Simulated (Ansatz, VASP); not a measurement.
## One calculation of Ge4I, two programs

```
Ge I
1.0
     2.82561    1.63137    5.70647
    -2.82561    1.63137    5.70647
     0.00000   -3.26273    5.70647
Ge I
4 1
Direct
  0.00000 0.00000 0.50000
  0.50000 0.00000 0.00000
  0.00000 0.50000 0.00000
  0.50000 0.50000 0.50000
  0.00000 0.00000 0.00000
```

Alike in both runs: functional PBE; k mesh 9 × 9 × 9; occupations gaussian, width 0.1 eV; no spin polarisation.

Ansatz relaxed the structure, and its values are those at the end. VASP's run is a single point on that final structure, the one shown.

|  | VASP | Ansatz |
| --- | --- | --- |
| version | VASP 6.6.1 | Ansatz 0.2.0 |
| potentials or method | VASP PAW PBE potentials, release 64 (Ge_d, I), cutoff 520 eV | scalar-relativistic, plane waves, PAW |
| valence electrons in the cell | 63 | 73 |

```tsv
	VASP	Ansatz	Ansatz less VASP
gap on the k mesh at the Fermi level (eV)	none	none	-
pressure (GPa)	0.0	0.0	0.00
```

A gap of «none» marks a metal or a gap that the smearing closes. The functional is the same, so the differences come from potentials, cutoffs and numerics. VASP's potentials hold 63 valence electrons a cell and Ansatz's 73, so a difference there can come from the potentials and not from the codes.

Neither program's run includes spin-orbit coupling.
